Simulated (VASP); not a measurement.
# Al2As4Ir in VASP: further runs, part 2 of 2

VASP 6.6.1. The steps go on from the part before.

### 4 Single point, PBE

Input file INCAR:

```
ALGO = Normal
EDIFF = 1E-6
ENCUT = 520
GGA = PE
ISIF = 2
ISMEAR = 1
LASPH = T
LCHARG = F
LREAL = F
LWAVE = F
NBANDS = 48
NELM = 60
PREC = Accurate
SIGMA = 0.15
```

Input file KPOINTS:

```
k-points
0
Gamma
  2 3 3
```

Input file POSCAR:

```
Al2As4Ir
1.0
    7.5406600000      0.8320200000     -0.4766460000
    0.4843840000      6.5997680000     -0.2666420000
    1.0551440000      1.2870830000      6.1411170000
Ir Al As
2 4 8
Direct
    0.7817696934      0.2441922441      0.5606521266
    0.6646967352      0.3618506533      0.0258706392
    0.7995689400      0.9728734717      0.2346837335
    0.2289065095      0.7357609140      0.1640079702
    0.0228460508      0.1252317963      0.8922880862
    0.6720322886      0.8820534097      0.7694281004
    0.9104376988      0.6327099012      0.0517496281
    0.2308599933      0.3565721258      0.6489857785
    0.5448192018      0.6881218020      0.3577269521
    0.4694654868      0.1279161709      0.3766138424
    0.1064561995      0.9455011473      0.5469702399
    0.2321845699      0.3563982428      0.0770572498
    0.3935444682      0.7042089766      0.7888576437
    0.9596037321      0.6270781610      0.5054399152
```

Potentials or basis: VASP PAW PBE potentials, release 64 (Ir, Al, As).

Started as:

```
$ cat potpaw_PBE.64/Ir/POTCAR potpaw_PBE.64/Al/POTCAR potpaw_PBE.64/As/POTCAR > POTCAR
$ mpirun -np 1 vasp_std > vasp.out
```

OUTCAR:

```text
EDIFF = 1E-6
   ENCUT = 520
   GGA = PE
   ISIF = 2
   ISMEAR = 1
   LASPH = T
   LREAL = F
   NELM = 60
   PREC = Accurate

 ion  position               nearest neighbor table
   1  0.782  0.244  0.561-   6 2.75  11 2.87   5 2.88   3 2.95  14 3.04  10 3.05   2 3.17
   2  0.665  0.362  0.026-   3 2.76   7 2.85  10 2.90   5 2.98  13 3.09   1 3.17
   3  0.800  0.973  0.235-  10 2.64   7 2.67   5 2.75   2 2.76  14 2.80   9 2.89   1 2.95   4 3.36

   4  0.229  0.736  0.164-  13 2.58  12 2.66   9 2.78   7 2.84  14 2.88  11 2.98   5 3.12   3 3.36

   5  0.023  0.125  0.892-   8 2.59  11 2.63   3 2.75  12 2.87   1 2.88   2 2.98   4 3.12
   6  0.672  0.882  0.769-  13 2.59   1 2.75   7 2.81  14 3.03
   7  0.910  0.633  0.052-   3 2.67  12 2.78   6 2.81   4 2.84   2 2.85
   8  0.231  0.357  0.649-   5 2.59  14 2.61  12 2.72  10 2.77
   9  0.545  0.688  0.358-   4 2.78  13 2.85  10 2.88   3 2.89
  10  0.469  0.128  0.377-   3 2.64   8 2.77  12 2.83   9 2.88   2 2.90   1 3.05
  11  0.106  0.946  0.547-  14 2.63   5 2.63   1 2.87  13 2.90   4 2.98
  12  0.232  0.356  0.077-   4 2.66   8 2.72   7 2.78  10 2.83   5 2.87
[... 710 lines left out ...]

  FORCE on cell =-STRESS in cart. coord.  units (eV):
  Direction    XX          YY          ZZ          XY          YZ          ZX
  --------------------------------------------------------------------------------------
  -------------------------------------------------------------------------------------
  Total      -15.8701903    -21.9726768    -14.8685057      0.4905585      0.4086686     -3.5168641
  in kB      -82.4146763   -114.1051878    -77.2128789      2.5474942      2.1222359    -18.2632475
  external PRESSURE =     -91.2442477 kB  Pullay stress =       0.0000000 kB

 VOLUME and BASIS-vectors are now :
 -----------------------------------------------------------------------------
  energy-cutoff  :      520.00
  volume of cell :      308.52
      direct lattice vectors                 reciprocal lattice vectors
     7.540660000  0.832020000 -0.476646000     0.132479848 -0.010553508 -0.020550345
     0.484384000  6.599768000 -0.266642000    -0.018549693  0.151725931 -0.028612265
     1.055144000  1.287083000  6.141117000     0.009477081  0.005768693  0.159999480

 POSITION                                       TOTAL-FORCE (eV/Angst)
 -----------------------------------------------------------------------------------
      6.60491      2.98367      3.00529        -0.168497     -1.412688      0.403570
      5.21482      2.97447     -0.25443         0.785627     -0.690920      0.618794
      6.74815      7.38805      0.80070        -0.110535      1.118001     -0.025476
      2.25555      5.25740      0.70190         0.170385      0.399805      0.381338
      1.17443      1.99396      5.43536        -1.240421      0.375618     -0.043011
      6.30668      7.37081      4.16963         0.652478      0.770989     -0.381608
      7.22638      4.99985     -0.28486        -1.733121     -0.659744     -0.311850
      2.59833      3.38067      3.78038         0.133826      0.251172      0.273569
      4.81907      5.45517      1.75368        -0.043041     -0.666447     -0.291783
      3.99942      1.71955      2.05495         0.620275      0.876134     -0.556283
      1.83787      7.03266      3.05616        -0.895577      0.736159     -0.120483
      2.00477      2.64451      0.26752         0.784794     -0.135877     -0.095887
      4.14105      5.99038      4.46911         1.174754     -0.241035     -0.374807
      8.07310      5.58752      2.47937        -0.130949     -0.721168      0.523917
 -----------------------------------------------------------------------------------
    total drift:                                0.000656      0.000488      0.000303

  FREE ENERGIE OF THE ION-ELECTRON SYSTEM (eV)
  ---------------------------------------------------
  free  energy   TOTEN  =       -64.1408659523 eV

  energy  without entropy=      -64.1346406696  energy(sigma->0) =      -64.13879086
```

OSZICAR:

```text
N       E                     dE             d eps       ncg     rms          rms(c)
DAV:   1     0.324354118688E+03    0.32435E+03   -0.26553E+04   960   0.123E+03
DAV:   2    -0.234381826635E+02   -0.34779E+03   -0.32231E+03   992   0.230E+02
DAV:   3    -0.633169593452E+02   -0.39879E+02   -0.37446E+02  1272   0.735E+01
DAV:   4    -0.652682608203E+02   -0.19513E+01   -0.19087E+01  1232   0.174E+01
DAV:   5    -0.653272810178E+02   -0.59020E-01   -0.58869E-01  1312   0.299E+00    0.101E+01
DAV:   6    -0.666772738472E+02   -0.13500E+01   -0.20955E+01  1384   0.225E+01    0.120E+01
DAV:   7    -0.641927554593E+02    0.24845E+01   -0.57243E+00  1448   0.188E+01    0.334E+00
DAV:   8    -0.642546859152E+02   -0.61930E-01   -0.15494E+00  1352   0.443E+00    0.297E+00
DAV:   9    -0.641969204571E+02    0.57765E-01   -0.66923E-01  1504   0.465E+00    0.202E+00
DAV:  10    -0.641445020820E+02    0.52418E-01   -0.27885E-01  1464   0.300E+00    0.646E-01
DAV:  11    -0.641406852616E+02    0.38168E-02   -0.29575E-02  1304   0.742E-01    0.206E-01
DAV:  12    -0.641408100496E+02   -0.12479E-03   -0.26203E-03  1240   0.223E-01    0.787E-02
DAV:  13    -0.641408613560E+02   -0.51306E-04   -0.21200E-04  1224   0.597E-02    0.252E-02
DAV:  14    -0.641408645747E+02   -0.32187E-05   -0.23429E-05  1256   0.210E-02    0.104E-02
DAV:  15    -0.641408658919E+02   -0.13172E-05   -0.67139E-06  1128   0.105E-02    0.358E-03
DAV:  16    -0.641408659523E+02   -0.60414E-07   -0.60615E-07   720   0.310E-03
   1 F= -.64140866E+02 E0= -.64138791E+02  d E =-.622528E-02
```

Run time: 2.7 min. Hardware: 1 thread of AMD EPYC 7R13 (Zen 3), shared host; peak memory 0.4 GiB.

Results:

```
Free energy            : -64.1409 eV
Pressure               : -9.1 GPa
Largest force          : 1.880 eV/Å
Band gap on the k mesh : zero (bands 35 and 36 overlap by 0.20 eV)
```

Forces on the atoms (eV/Å):
```
Ir  -0.168 -1.413  0.404
Ir   0.786 -0.691  0.619
Al  -0.111  1.118 -0.025
Al   0.170  0.400  0.381
Al  -1.240  0.376 -0.043
Al   0.652  0.771 -0.382
As  -1.733 -0.660 -0.312
As   0.134  0.251  0.274
As  -0.043 -0.666 -0.292
As   0.620  0.876 -0.556
As  -0.896  0.736 -0.120
As   0.785 -0.136 -0.096
As   1.175 -0.241 -0.375
As  -0.131 -0.721  0.524
```

Stress tensor (GPa, compression positive):
```
 -8.24   0.25  -1.83
  0.25 -11.41   0.21
 -1.83   0.21  -7.72
```

Levels at points of the mesh, in eV from the Fermi level:
```tsv
k point	band 32	band 33	band 34	band 35	band 36	band 37	band 38	band 39
(0.00, 0.00, 0.00)	-0.54	-0.27	-0.15	0.18	0.30	0.47	0.91	0.94
(0.50, 0.00, 0.00)	-0.67	-0.45	-0.13	0.02	0.06	0.24	0.45	1.14
```

Caveat: the k points lie up to 0.42 Å⁻¹ apart; spin-orbit coupling is left out, which moves the levels of the heavy elements.

### 5 The runs side by side

```csv
cell,gap on the mesh (eV),pressure (GPa),largest force (eV/Å)
"as given, atomic positions A",none,-9.3,1.89
"as given, atomic positions B",none,-9.3,1.94
"as given, atomic positions C",none,-9.1,1.88
```

Alike in all rows: task single point; level PBE; potentials or basis VASP PAW PBE potentials, release 64 (Ir, Al, As); no spin polarisation; k mesh 2 × 3 × 3; cutoff (eV) 520; smearing methfessel-paxton 0.15 eV.

Caveats: all runs use coarse meshes; spin-orbit coupling is left out, which moves the levels of the heavy elements.

Total energies depend on the potentials used, so only differences within one code and one set of settings carry meaning.
